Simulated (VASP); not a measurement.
Wanted: the native input for a VASP 6.6.1 run.

```yaml
Task: single point
Functional: HSE06
Potentials_or_basis: VASP PAW PBE potentials, release 64 (Bi_d)
Cutoff: 520 eV
k_mesh: 6 × 6 × 1
Occupations: gaussian, width 0.01 eV
Spin: no spin polarisation
Dipole_correction: yes
Grid_for_exact_exchange_PRECFOCK: Normal
Further_INCAR_settings: ALGO = Normal; EDIFF = 1e-06; NBANDS = 22
Screening_parameter: 0.2079 1/Å
```

Slab: Bi, a slab with vacuum.

```
Bi
1.0
     4.31490    0.00000    0.00000
    -2.15745    3.73681    0.00000
     0.00000    0.00000   27.05307
Bi
2
Cartesian
  0.0000 2.4912 8.4607
  2.1574 1.2456 10.1659
```

One way to write it, as run:

POSCAR

```
Bi
1.0
    4.3148968867      0.0000000000      0.0000000000
   -2.1574484433      3.7368103186      0.0000000000
    0.0000000000      0.0000000000     27.0530695984
Bi
2
Direct
    0.3333333333      0.6666666667      0.3127438498
    0.6666666667      0.3333333333      0.3757744986
```

INCAR.step1

```
PREC = Accurate
ENCUT = 520
EDIFF = 1E-5
ISMEAR = 0
SIGMA = 0.01
LREAL = False
LASPH = True
NELM = 80
ALGO = Normal
ISIF = 2
LWAVE = True
LCHARG = False
LDIPOL = True
IDIPOL = 3
DIPOL = 0.5 0.5 0.344
NBANDS = 22
GGA = PE
LUSENCCL = False
```

INCAR.step2

```
PREC = Accurate
ENCUT = 520
EDIFF = 1E-6
ISMEAR = 0
SIGMA = 0.01
LREAL = False
LASPH = True
NELM = 80
ALGO = Normal
ISIF = 2
LWAVE = False
LCHARG = False
LDIPOL = True
IDIPOL = 3
DIPOL = 0.5 0.5 0.344
GGA = PE
LHFCALC = True
HFSCREEN = 0.2079
PRECFOCK = Normal
NBANDS = 22
ISTART = 1
LUSENCCL = False
```

KPOINTS

```
regular mesh
0
Gamma
  6 6 1
```

Potentials or basis: VASP PAW PBE potentials, release 64 (Bi_d).

Run with:

```console
$ cat potpaw_PBE.64/Bi_d/POTCAR > POTCAR
$ cp INCAR.step1 INCAR
$ mpirun -np 1 vasp_std > vasp.out
$ cp INCAR.step2 INCAR
$ mpirun -np 1 vasp_std > vasp.out
```

Results of the run:

```json
{
  "Largest force": "0.079 eV/Å",
  "Band gap on the k mesh": "1.01 eV, direct"
}
```

Caveat: the PAW data sets were made with another functional, which shifts forces and pressure a little; spin-orbit coupling is left out, which moves the levels of the heavy elements.

Run time: 6.6 min on 1 × NVIDIA H100 80GB with 1 thread of Intel(R) Xeon(R) Platinum 8481C CPU @ 2.70GHz (Sapphire Rapids), with other jobs on the host, peak memory 1.4 GiB.
